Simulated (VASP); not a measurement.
# BaTiO3 (Pm-3m) in VASP: single point with r2SCAN

Aim: the single point of BaTiO3 with r2SCAN.

Program: VASP 6.6.1. These are calculated values, not measurements. Logs are shortened: lines on timing, memory, paths and dates and some standing lists are left out, and cuts for length are marked.

## 1. The cell of the first run

It takes space group Pm-3m (No. 221, cubic). Conventional cell: a = 4.059 Å, b = 4.059 Å, c = 4.059 Å, α = 90.00°, β = 90.00°, γ = 90.00°. Within 3.8 Å of Ba (site symmetry m-3m) lie 12 O at 2.87 Å and 8 Ti at 3.52 Å. Ti (site symmetry m-3m) has 6 O at 2.03 Å within 2.7 Å. O (site symmetry 4/mmm) has 2 Ti at 2.03 Å within 2.7 Å. O (site symmetry 4/mmm) has 2 Ti at 2.03 Å within 2.7 Å.

## 2. Single point, r2SCAN, collinear spin, zero start

Contents of POSCAR:

```
BaTiO3
1.0
    4.0588155400      0.0000000000      0.0000000000
    0.0000000000      4.0588155400      0.0000000000
    0.0000000000      0.0000000000      8.1176310800
Ba Ti O
2 2 6
Direct
    0.5000000000      0.5000000000      0.2500000000
    0.5000000000      0.5000000000      0.7500000000
    0.0000000000      0.0000000000      0.0000000000
    0.0000000000      0.0000000000      0.5000000000
    0.5000000000      0.0000000000      0.0000000000
    0.5000000000      0.0000000000      0.5000000000
    0.0000000000      0.5000000000      0.0000000000
    0.0000000000      0.5000000000      0.5000000000
    0.0000000000      0.0000000000      0.2500000000
    0.0000000000      0.0000000000      0.7500000000
```

Contents of INCAR.step1:

```
SYSTEM = BaTiO3
ALGO     = Normal         ! electronic algorithm
EDIFF    = 1E-4           ! SCF threshold, eV
ENCUT    = 520            ! plane-wave cutoff, eV
GGA      = PE             ! functional
ISMEAR   = 0              ! smearing method
ISPIN    = 2              ! spin polarisation
LASPH    = .True.         ! aspherical terms in the spheres
LCHARG   = .False.        ! write CHGCAR
LMAXMIX  = 4              ! l up to which the mixer works
LREAL    = .False.        ! projectors in reciprocal space
LWAVE    = .True.         ! write WAVECAR
MAGMOM   = 0 0 0 0 0 0 0 0 0 0 ! initial moments
NBANDS   = 55             ! bands
NELM     = 150            ! most SCF steps
PREC     = Accurate       ! precision mode
SIGMA    = 0.0444         ! smearing width, eV
```

Contents of INCAR.step2:

```
SYSTEM = BaTiO3
ALGO     = Normal         ! electronic algorithm
EDIFF    = 1E-6           ! SCF threshold, eV
ENCUT    = 520            ! plane-wave cutoff, eV
ISIF     = 2              ! what is computed and relaxed
ISMEAR   = 0              ! smearing method
ISPIN    = 2              ! spin polarisation
ISTART   = 1            
LASPH    = .True.         ! aspherical terms in the spheres
LCHARG   = .False.        ! write CHGCAR
LMAXMIX  = 4              ! l up to which the mixer works
LMIXTAU  = .True.       
LORBIT   = 11             ! projections on sites
LREAL    = .False.        ! projectors in reciprocal space
LWAVE    = .False.        ! write WAVECAR
MAGMOM   = 0 0 0 0 0 0 0 0 0 0 ! initial moments
METAGGA  = R2SCAN         ! meta-GGA
NBANDS   = 55             ! bands
NELM     = 150            ! most SCF steps
PREC     = Accurate       ! precision mode
SIGMA    = 0.0444         ! smearing width, eV
```

Contents of KPOINTS:

```
k-points
0
Gamma
  6 6 3
  0 0 0
```

Potentials or basis: VASP PAW PBE potentials, release 64 (Ba_sv, Ti_sv, O).

Launch:

```bash
$ cat potpaw_PBE.64/Ba_sv/POTCAR potpaw_PBE.64/Ti_sv/POTCAR potpaw_PBE.64/O/POTCAR > POTCAR
$ cp INCAR.step1 INCAR
$ mpirun -np 1 vasp_std > vasp.out
$ cp INCAR.step2 INCAR
$ mpirun -np 1 vasp_std > vasp.out
```

OUTCAR:

```text
SYSTEM = BaTiO3
   EDIFF = 1E-6
   ENCUT = 520
   ISIF = 2
   ISMEAR = 0
   ISPIN = 2
   ISTART = 1
   LASPH = .True.
   LORBIT = 11
   LREAL = .False.
   METAGGA = R2SCAN
   NELM = 150
   PREC = Accurate

 ion  position               nearest neighbor table
   1  0.500  0.500  0.250-   5 2.87   6 2.87   7 2.87   8 2.87   9 2.87   5 2.87   6 2.87   9 2.87
                             7 2.87   8 2.87   9 2.87   9 2.87   3 3.52   4 3.52   4 3.52   4 3.52
   2  0.500  0.500  0.750-   5 2.87   6 2.87   7 2.87   8 2.87  10 2.87   5 2.87   6 2.87  10 2.87
                             7 2.87   8 2.87  10 2.87  10 2.87   3 3.52   4 3.52   4 3.52   4 3.52
   3  0.000  0.000  0.000-   5 2.03   7 2.03   9 2.03  10 2.03   7 2.03   5 2.03   1 3.52   2 3.52
                             1 3.52   1 3.52   2 3.52   2 3.52   1 3.52   2 3.52
   4  0.000  0.000  0.500-   6 2.03   8 2.03   9 2.03  10 2.03   8 2.03   6 2.03   1 3.52   2 3.52
                             1 3.52   1 3.52   2 3.52   2 3.52   1 3.52   2 3.52
   5  0.500  0.000  0.000-   3 2.03   3 2.03   1 2.87   1 2.87   2 2.87   2 2.87
   6  0.500  0.000  0.500-   4 2.03   4 2.03   1 2.87   1 2.87   2 2.87   2 2.87
   7  0.000  0.500  0.000-   3 2.03   3 2.03   1 2.87   2 2.87   1 2.87   2 2.87
   8  0.000  0.500  0.500-   4 2.03   4 2.03   1 2.87   2 2.87   1 2.87   2 2.87
   9  0.000  0.000  0.250-   3 2.03   4 2.03   1 2.87   1 2.87   1 2.87   1 2.87
  10  0.000  0.000  0.750-   3 2.03   4 2.03   2 2.87   2 2.87   2 2.87   2 2.87

  LATTYP: Found a simple tetragonal cell.
 ALAT       =     4.0588155400
 C/A-ratio  =     2.0000000000

  Lattice vectors:

 A1 = (   4.0588155400,   0.0000000000,   0.0000000000)
 A2 = (   0.0000000000,   4.0588155400,   0.0000000000)
 A3 = (   0.0000000000,   0.0000000000,   8.1176310800)

Analysis of symmetry for initial positions (statically):
=====================================================================
 Subroutine PRICEL returns following result:

  LATTYP: Found a simple cubic cell.
 ALAT       =     4.0588155400
[... 12 lines left out ...]
 Subroutine GETGRP returns: Found 16 space group operations
 (whereof 16 operations were pure point group operations)
 out of a pool of 16 trial point group operations.

The static configuration has the point symmetry D_4h.

Analysis of symmetry for dynamics (positions and initial velocities):
=====================================================================
 Subroutine PRICEL returns following result:

  LATTYP: Found a simple cubic cell.
 ALAT       =     4.0588155400
[... 12 lines left out ...]
 Subroutine GETGRP returns: Found 16 space group operations
 (whereof 16 operations were pure point group operations)
 out of a pool of 16 trial point group operations.

The dynamic configuration has the point symmetry D_4h.

Analysis of structural, dynamic, and magnetic symmetry:
=====================================================================
 Subroutine PRICEL returns following result:

  LATTYP: Found a simple cubic cell.
 ALAT       =     4.0588155400
[... 12 lines left out ...]
 Subroutine GETGRP returns: Found 16 space group operations
 (whereof 16 operations were pure point group operations)
 out of a pool of 16 trial point group operations.

The overall configuration has the point symmetry D_4h.

 Subroutine INISYM returns: Found 16 space group operations
 (whereof 16 operations are pure point group operations),
 and found     2 'primitive' translations

----------------------------------------------------------------------------------------

                                     Primitive cell

  volume of cell :      66.8649

  direct lattice vectors                    reciprocal lattice vectors
     4.058815540  0.000000000  0.000000000     0.246377297  0.000000000  0.000000000
     0.000000000  4.058815540  0.000000000     0.000000000  0.246377297  0.000000000
     0.000000000  0.000000000  4.058815540     0.000000000  0.000000000  0.246377297

  length of vectors
     4.058815540  4.058815540  4.058815540     0.246377297  0.246377297  0.246377297

  position of ions in fractional coordinates (direct lattice)
     0.500000000  0.500000000  0.500000000
     0.000000000  0.000000000  0.000000000
     0.500000000  0.000000000  0.000000000
     0.000000000  0.500000000  0.000000000
     0.000000000  0.000000000  0.500000000

  ion indices of the primitive-cell ions
   primitive index   ion index
                 1           1
                 2           3
                 3           5
                 4           7
                 5           9

----------------------------------------------------------------------------------------

 KPOINTS: k-points
[... 53 lines left out ...]
 SYSTEM =  BaTiO3
   PREC   = accura    normal or accurate (medium, high low for compatibility)
   ISTART =      1    job   : 0-new  1-cont  2-samecut
   ICHARG =      0    charge: 1-file 2-atom 10-const
   ISPIN  =      2    spin polarized calculation?
   LNONCOLLINEAR =      F non collinear calculations
   LSORBIT =      F    spin-orbit coupling
   LASPH  =      T    aspherical Exc in radial PAW
   ENCUT  =  520.0 eV  38.22 Ry    6.18 a.u.   7.55  7.55 15.09*2*pi/ulx,y,z
   NELM   =    150;   NELMIN=  2; NELMDL=  0     # of ELM steps
   EDIFF  = 0.1E-05   stopping-criterion for ELM
   LREAL  =      F    real-space projection
   EDIFFG = 0.1E-04   stopping-criterion for IOM
   NSW    =      0    number of steps for IOM
   IBRION =     -1    ionic relax: 0-MD 1-quasi-New 2-CG
   NFREE  =      0    steps in history (QN), initial steepest desc. (CG)
   ISIF   =      2    stress and relaxation
   ISYM   =      2    0-nonsym 1-usesym 2-fastsym
   POTIM  = 0.5000    time-step for ionic-motion
   TEBEG  =    0.0;   TEEND  =   0.0 temperature during run
   PSTRESS=    0.0 pullay stress
   NELECT =      80.0000    total number of electrons
   NUPDOWN=      -1.0000    fix difference up-down
   EMIN   =  10.00;   EMAX   =-10.00  energy-range for DOS
   EFERMI =   0.00;   METHOD = LEGACY
   ISMEAR =     0;   SIGMA  =   0.04  broadening in eV -4-tet -1-fermi 0-gaus
   EFERMI_NEDOS =   21; number of points for ismear=-14 and -15
   IALGO  =     38    algorithm
   IMIX   =      4    mixing-type and parameters
     AMIX     =   0.40;   BMIX     =  1.00
     AMIX_MAG =   1.60;   BMIX_MAG =  1.00
  volume/ion in A,a.u.               =      13.37        90.25
  Fermi-wavevector in a.u.,A,eV,Ry     =   1.379417  2.606720 25.889040  1.902791
  Thomas-Fermi vector in A             =   2.504388
   LORBIT       =     11    0 simple, 1 ext, 2 COOP (PROOUT), +10 PAW based schemes
   METAGGA = R2SCAN    functional components
   LHFCALC =     F    Hartree Fock is set to
   AEXX    =    0.0000 exact exchange contribution
   IVDW    =     0    specifies the selected vdW correction
   LEPSILON=     F    determine dielectric tensor
   LRPA    =     F    only Hartree local field effects (RPA)
 spin polarized calculation
 Gauss-broadening in eV      SIGMA  =   0.04
  energy-cutoff  :      520.00
  volume of cell :      133.73
 maximum number of plane-waves:      3628
   NGX = 15   NGY = 15   NGZ = 31

 number of electron      79.9999964 magnetization      -0.0000000

 number of electron      79.9999964 magnetization       0.0000000

 Free energy of the ion-electron system (eV)
  ---------------------------------------------------
  ext. energy  EPLUGINS =         0.00000000
  ---------------------------------------------------
  free energy    TOTEN  =      -148.37848414 eV

  energy without entropy =     -148.37848414  energy(sigma->0) =     -148.37848414

 E-fermi :   3.5267     XC(G=0): -11.6825

 val. band max:        3.2148205341   @ k =   0.5000   0.5000   0.0000
 cond. band min:       5.2477709812   @ k =   0.0000   0.0000   0.0000
 fundamental gap:      2.0329504471
 Fermi energy:         3.5266628300

 spin component 1

 k-point     1 :       0.0000    0.0000    0.0000
  band No.  band energies     occupation
      1     -55.8622      1.00000
      2     -55.8613      1.00000
      3     -31.0429      1.00000
      4     -30.9964      1.00000
      5     -30.9964      1.00000
      6     -30.9964      1.00000
[... 1089 lines left out ...]
     51      10.8531      0.00000
     52      11.0548      0.00000
 Fermi energy:         3.5266628300

 spin component 2

 k-point     1 :       0.0000    0.0000    0.0000
  band No.  band energies     occupation
      1     -55.8622      1.00000
      2     -55.8613      1.00000
      3     -31.0429      1.00000
      4     -30.9964      1.00000
      5     -30.9964      1.00000
      6     -30.9964      1.00000
[... 1089 lines left out ...]
     51      10.8531      0.00000
     52      11.0548      0.00000
 [bands above 52 left out]

------------------------ aborting loop because EDIFF is reached ----------------------------------------

  FORCE on cell =-STRESS in cart. coord.  units (eV):
  Direction    XX          YY          ZZ          XY          YZ          ZX
  --------------------------------------------------------------------------------------
  -------------------------------------------------------------------------------------
  Total       -5.1684296     -5.1684296     -5.1687194      0.0000000     -0.0000000      0.0000000
  in kB      -61.9214688    -61.9214688    -61.9249409      0.0000000     -0.0000000      0.0000000
  external PRESSURE =     -61.9226262 kB  Pullay stress =       0.0000000 kB

 VOLUME and BASIS-vectors are now :
 -----------------------------------------------------------------------------
  energy-cutoff  :      520.00
  volume of cell :      133.73
      direct lattice vectors                 reciprocal lattice vectors
     4.058815540  0.000000000  0.000000000     0.246377297  0.000000000  0.000000000
     0.000000000  4.058815540  0.000000000     0.000000000  0.246377297  0.000000000
     0.000000000  0.000000000  8.117631080     0.000000000  0.000000000  0.123188648

 POSITION                                       TOTAL-FORCE (eV/Angst)
 -----------------------------------------------------------------------------------
      2.02941      2.02941      2.02941        -0.000000     -0.000000      0.000000
      2.02941      2.02941      6.08822         0.000000      0.000000      0.000000
      0.00000      0.00000      0.00000        -0.000000     -0.000000      0.000000
      0.00000      0.00000      4.05882        -0.000000     -0.000000     -0.000000
      2.02941      0.00000      0.00000         0.000000      0.000000     -0.000000
      2.02941      0.00000      4.05882         0.000000      0.000000      0.000000
      0.00000      2.02941      0.00000         0.000000      0.000000     -0.000000
      0.00000      2.02941      4.05882         0.000000      0.000000      0.000000
      0.00000      0.00000      2.02941         0.000000      0.000000      0.000000
      0.00000      0.00000      6.08822         0.000000      0.000000      0.000000
 -----------------------------------------------------------------------------------
    total drift:                                0.000000     -0.000000      0.000000

  FREE ENERGIE OF THE ION-ELECTRON SYSTEM (eV)
  ---------------------------------------------------
  free  energy   TOTEN  =      -148.3784841446 eV

  energy  without entropy=     -148.3784841446  energy(sigma->0) =     -148.37848414

 total charge

# of ion       s       p       d       tot
------------------------------------------
    1        2.015   5.662   0.279   7.957
    2        2.015   5.662   0.279   7.957
    3        2.194   6.242   1.587  10.024
    4        2.194   6.242   1.587  10.024
    5        1.566   3.478   0.000   5.043
    6        1.566   3.478   0.000   5.043
    7        1.566   3.478   0.000   5.043
    8        1.566   3.478   0.000   5.043
    9        1.566   3.478   0.000   5.043
   10        1.566   3.478   0.000   5.043
--------------------------------------------------
tot         17.812  44.676   3.733  66.220

 magnetization (x)

# of ion       s       p       d       tot
------------------------------------------
    1        0.000   0.000  -0.000   0.000
    2        0.000   0.000  -0.000   0.000
    3        0.000  -0.000   0.000   0.000
    4        0.000  -0.000   0.000   0.000
    5        0.000   0.000   0.000   0.000
    6        0.000   0.000   0.000   0.000
    7        0.000   0.000   0.000   0.000
    8        0.000   0.000   0.000   0.000
    9        0.000  -0.000   0.000  -0.000
   10        0.000  -0.000   0.000  -0.000
--------------------------------------------------
tot          0.000   0.000   0.000   0.000
```

It took 11 min on 1 thread of Intel Xeon Platinum 8488C (Sapphire Rapids), shared host; peak memory 0.43 GiB.

Results:

```
Free energy                                           : -148.3785 eV
Pressure                                              : -6.2 GPa
Band gap on the k mesh                                : 2.03 eV
Net moment                                            : 0.00 μB per cell
Valence electrons inside the program's atomic spheres : Ba 7.96; Ti 10.02; O 5.04
```

Caveat: the cell stands under tension; the PAW data sets were made with another functional, which shifts forces and pressure a little; spin-orbit coupling is left out, which moves the levels of the heavy elements.
